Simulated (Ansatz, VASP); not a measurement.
# One calculation of Ge, two programs

File INCAR:

```
SYSTEM = Ge
ALGO     = Normal         ! electronic algorithm
EDIFF    = 1E-6           ! SCF threshold, eV
ENCUT    = 520            ! plane-wave cutoff, eV
GGA      = PS             ! functional
ISIF     = 2              ! what is computed and relaxed
ISMEAR   = -1             ! smearing method
LASPH    = .TRUE.         ! aspherical terms in the spheres
LCHARG   = .FALSE.        ! write CHGCAR
LREAL    = .FALSE.        ! projectors in reciprocal space
LWAVE    = .FALSE.        ! write WAVECAR
NBANDS   = 66             ! bands
NELM     = 100            ! most SCF steps
PREC     = Accurate       ! precision mode
SIGMA    = 0.05           ! smearing width, eV
```

The input KPOINTS:

```
k-points
0
G
  8 8 2
  0 0 0
```

POSCAR

```
Ge
1.0
    3.9490130887      0.0000000000      0.0000000000
   -1.9745065443      3.4199456547      0.0000000000
    0.0000000000      0.0000000000     12.9788917266
Ge
8
Direct
    0.3333333333      0.6666666667      0.1559415700
    0.6666666667      0.3333333333      0.8440584300
    0.6666666667      0.3333333333      0.6559415700
    0.3333333333      0.6666666667      0.3440584300
    0.0000000000      0.0000000000      0.0931488400
    0.0000000000      0.0000000000      0.9068511600
    0.0000000000      0.0000000000      0.5931488400
    0.0000000000      0.0000000000      0.4068511600
```

input.yaml

```yaml
crystal:
  lattice:
    - [3.9490130887, 0.0, 0.0]
    - [-1.9745065443, 3.4199456547, 0.0]
    - [0.0, 0.0, 12.9788917266]
  atoms:
    - { symbol: Ge, position: [0.3333333333, 0.6666666667, 0.15594157] }
    - { symbol: Ge, position: [0.6666666667, 0.3333333333, 0.84405843] }
    - { symbol: Ge, position: [0.6666666667, 0.3333333333, 0.65594157] }
    - { symbol: Ge, position: [0.3333333333, 0.6666666667, 0.34405843] }
    - { symbol: Ge, position: [0.0, 0.0, 0.09314884] }
    - { symbol: Ge, position: [0.0, 0.0, 0.90685116] }
    - { symbol: Ge, position: [0.0, 0.0, 0.59314884] }
    - { symbol: Ge, position: [0.0, 0.0, 0.40685116] }
kpoints:
  mp_grid: { grid: [8, 8, 2] }
scf:
  occupations: { method: fermi_dirac, width: 0.05 }
hamiltonian:
  xc: pbesol
  pseudopotentials: { kind: all_electron, lapw: { basis_error: 0.001 } }
output:
  forces: true
  stress: true
  eigenvalues: true
```

Change from the starting cell: volume scaled by 0.96.

Alike in both runs: task single point; functional PBEsol; k mesh 8 × 8 × 2; occupations fermi-dirac, width 0.05 eV; no spin polarisation.

```csv
,VASP,Ansatz
version,VASP 6.6.1,Ansatz 0.2.0
potentials or method,"VASP PAW PBE potentials, release 64 (Ge_d), cutoff 520 eV","all-electron LAPW, scalar-relativistic"
```

Ansatz gave:

| Property | Result |
| --- | --- |
| gap on the k mesh at the Fermi level (eV) | 0.05 |
| least direct gap on the mesh (eV) | 0.05 |
| pressure (GPa) | 3.0 |
| traceless stress, the component that is largest in VASP (GPa) | -0.18 |
| rms of the force components (eV/Å) | 0.003 |

What did VASP give for the same quantities?

gap on the k mesh at the Fermi level (eV): 0.05; least direct gap on the mesh (eV): 0.05; pressure (GPa): 2.9; traceless stress, the component that is largest in VASP (GPa): -0.18; rms of the force components (eV/Å): 0.003.

VASP's potentials were made for PBE, not for PBEsol. Atom by atom the forces differ by 0.001 eV/Å (rms over components). Ansatz ran all-electron here, and VASP with PAW potentials.
